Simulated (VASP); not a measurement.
# Ti: relaxation of cell and atoms with PBE

Ti:

```
CELL_PARAMETERS angstrom
2.95000 0.00000 0.00000
-1.47500 2.55477 0.00000
0.00000 0.00000 4.68000
ATOMIC_POSITIONS crystal
Ti 0.33333 0.66667 0.25000
Ti 0.66667 0.33333 0.75000
```

| Quantity | Value |
| --- | --- |
| Program | VASP 6.6.1 |
| Task | relaxation of cell and atoms |
| Functional | PBE |
| Potentials or basis | VASP PAW PBE potentials, release 64 (Ti_sv) |
| Cutoff | 600 eV |
| k mesh | 11 × 11 × 6 |
| Occupations | methfessel-paxton, width 0.1 eV |
| Spin | no spin polarisation |
| Target pressure | 20 GPa |
| Dipole correction | no |
| Further INCAR settings | ALGO = Normal; EDIFF = 1e-06; IBRION = 2; EDIFFG = -0.01; NSW = 80; ISIF = 3 |

| Item | Value |
| --- | --- |
| Relaxed volume | 15.06 Å³/atom |
| Relaxed cell | a = 2.798 Å, b = 2.798 Å, c = 4.441 Å, α = 90.00°, β = 90.00°, γ = 120.00° |
| Space group after relaxing (to 0.1 Å) | P6_3/mmc (No. 194) |
| Energy change on relaxing (the run minimises the enthalpy) | +126.5 meV/atom |
| Ionic steps | 7 |
| Pressure after relaxing | 20.0 GPa |
| Band gap on the k mesh | zero (bands 12 and 13 overlap by 1.00 eV) |

Stress tensor (GPa, compression positive):
```
19.96  0.00  0.00
 0.00 19.96  0.00
 0.00  0.00 20.04
```

The path:
| step | energy change (eV) | largest force (eV/Å) | pressure (GPa) | volume (Å³) |
| --- | --- | --- | --- | --- |
| 1 | 0.0000 | 0.0000 | -1.75 | 35.27 |
| 2 | 1.7469 | 0.0000 | 70.17 | 24.41 |
| 3 | 0.2209 | 0.0000 | 18.44 | 30.38 |
| 4 | 0.2494 | 0.0000 | 19.81 | 30.14 |
| 5 | 0.2616 | 0.0000 | 20.38 | 30.04 |
| 6 | 0.2443 | 0.0000 | 19.58 | 30.18 |
| 7 | 0.2529 | 0.0000 | 19.99 | 30.11 |

Final structure:
```
Ti
1.0
     2.79825    0.00000    0.00000
    -1.39913    2.42336    0.00000
     0.00000    0.00000    4.44065
Ti
2
Direct
  0.33333 0.66667 0.25000
  0.66667 0.33333 0.75000
```

Levels at points of the mesh, in eV from the Fermi level:
```tsv
k point	band 8	band 9	band 10	band 11	band 12	band 13	band 14	band 15	band 16
(0.00, 0.00, 0.00)	-32.30	-6.54	-3.09	0.82	0.82	0.95	1.20	1.44	1.44
(0.00, 0.00, 0.50)	-32.37	-4.49	-4.49	0.05	0.05	0.72	0.72	0.72	0.72
```

Run time: 89 s on 1 thread of Intel(R) Xeon(R) 6975P-C (Granite Rapids), with other jobs on the host, peak memory 0.19 GiB.

Caveat: the cell is relaxed towards a set pressure, so the run minimises the enthalpy, not the energy.
